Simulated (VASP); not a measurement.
Here is a VASP 6.6.1 calculation.

INCAR

```
PREC = Accurate
ENCUT = 520
EDIFF = 1E-7
ISMEAR = -1
SIGMA = 0.05
LREAL = False
LASPH = True
NELM = 80
ALGO = Normal
ISIF = 2
LWAVE = False
LCHARG = False
GGA = CA
NBANDS = 66
```

File KPOINTS:

```
regular mesh
0
Gamma
  8 8 2
```

POSCAR

```
Ge
1.0
    3.9680197488      0.0000000000      0.0000000000
   -1.9840098744      3.4364059051      0.0000000000
    0.0000000000      0.0000000000     13.0099446236
Ge
8
Direct
    0.3333333333      0.6666666667      0.1558277923
    0.6666666667      0.3333333333      0.8441722077
    0.6666666667      0.3333333333      0.6558277923
    0.3333333333      0.6666666667      0.3441722077
    0.0000000000      0.0000000000      0.0932366937
    0.0000000000      0.0000000000      0.9067633063
    0.0000000000      0.0000000000      0.5932366937
    0.0000000000      0.0000000000      0.4067633063
```

Potentials or basis: VASP PAW LDA potentials, release 64 (Ge_d).

Command:

```bash
$ cat potpaw_LDA.64/Ge_d/POTCAR > POTCAR
$ mpirun -np 1 vasp_std > vasp.out
```

(1) What does it give for the pressure?

(2) Predict the band gap on the k mesh.

## Answers

(1) 0.1 GPa.

(2) zero (filled and empty bands touch).

Caveat: semilocal functionals underestimate gaps, and a narrow one can read as zero.
